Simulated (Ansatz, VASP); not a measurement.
## GaP in VASP and in Ansatz

```
Ga P
1.0
    -2.75299    2.75299    0.00000
     0.00000    0.00000    5.50598
     2.75299    2.75299    0.00000
Ga P
2 2
Direct
  0.00000 0.00000 0.00000
  0.50000 0.50000 0.50000
  0.00000 0.25000 0.50000
  0.50000 0.75000 0.00000
```

Alike in both runs: task single point; functional PBE; k mesh 8 × 6 × 8; occupations fermi-dirac, width 0.02 eV; no spin polarisation.

```csv
,VASP,Ansatz
version,VASP 6.6.1,Ansatz 0.2.0
potentials or method,"VASP PAW PBE potentials, release 64 (Ga_d, P)","PAW with Ansatz's default frozen-core files, scalar-relativistic"
plane-wave cutoff (eV),520,420
valence electrons in the cell,36,36
```

VASP gave:

- gap on the k mesh at the Fermi level (eV): 1.58
- pressure (GPa): -0.1

**Question.** Estimate Ansatz's values.

**Answer.** gap on the k mesh at the Fermi level (eV): 1.58; pressure (GPa): 0.0.
